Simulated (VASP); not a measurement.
Write the native input for VASP 6.6.1 that does the following.

```yaml
Task: single point
Functional: PBEsol
Potentials_or_basis: VASP PAW PBE potentials, release 64 (Mo_sv, S)
Cutoff: 520 eV
k_mesh: 12 × 12 × 1
Occupations: gaussian, width 0.05 eV
Spin: no spin polarisation
Dipole_correction: no
Further_INCAR_settings: ALGO = Normal; EDIFF = 1e-06; NBANDS = 49
```

The structure of MoS2 lies in POSCAR:

```
MoS2
1.0
    3.1407285108      0.0000000000      0.0000000000
   -1.5703642554      2.7199506767     -0.0815985203
    0.0000000000     -0.8404171949     28.0139064959
Mo S
3 6
Direct
    0.6666666667      0.3333333333      0.0000000000
    0.3333333333      0.6666666667      0.7755311770
    0.3333333333      0.6666666667      0.2244688230
    0.3333333333      0.6666666667      0.0556609006
    0.6666666667      0.3333333333      0.8311968859
    0.6666666667      0.3333333333      0.2800842459
    0.3333333333      0.6666666667      0.9443390994
    0.6666666667      0.3333333333      0.7199157541
    0.6666666667      0.3333333333      0.1688031141
```

This cell differs from its parent crystal: strain -0.0600 x Voigt [0, 0, 0, 1, 0, 0].

One way to write it, as run:

INCAR

```
SYSTEM = MoS2
PREC     = Accurate       ! precision mode
ENCUT    = 520            ! plane-wave cutoff, eV
EDIFF    = 1E-6           ! SCF threshold, eV
ISMEAR   = 0              ! smearing method
SIGMA    = 0.05           ! smearing width, eV
LREAL    = .False.        ! projectors in reciprocal space
LASPH    = .True.         ! aspherical terms in the spheres
NELM     = 100            ! most SCF steps
ALGO     = Normal         ! electronic algorithm
ISIF     = 2              ! what is computed and relaxed
LWAVE    = .False.        ! write WAVECAR
LCHARG   = .True.         ! write CHGCAR
GGA      = PS             ! functional
LELF     = .True.         ! ELF
LVHAR    = .True.       
NBANDS   = 49             ! bands
```

KPOINTS

```
regular mesh
0
Gamma
  12 12 1
  0 0 0
```

Potentials or basis: VASP PAW PBE potentials, release 64 (Mo_sv, S).

Command:

```bash
$ cat potpaw_PBE.64/Mo_sv/POTCAR potpaw_PBE.64/S/POTCAR > POTCAR
$ mpirun -np 1 vasp_std > vasp.out
```

It gave:

| Item | Value |
| --- | --- |
| Largest force | 0.977 eV/Å |
| Band gap on the k mesh | 1.18 eV (least direct gap 1.74 eV) |

Caveat: the cell differs from its parent crystal (strain -0.0600 x Voigt [0, 0, 0, 1, 0, 0]); there is no dipole correction, which matters where the two faces differ; the PAW data sets were made with another functional, which shifts forces and pressure a little.

Run time: 10 min on 1 thread of AMD EPYC 9R45 96-Core Processor (Zen 5), with other jobs on the host, peak memory 0.54 GiB.
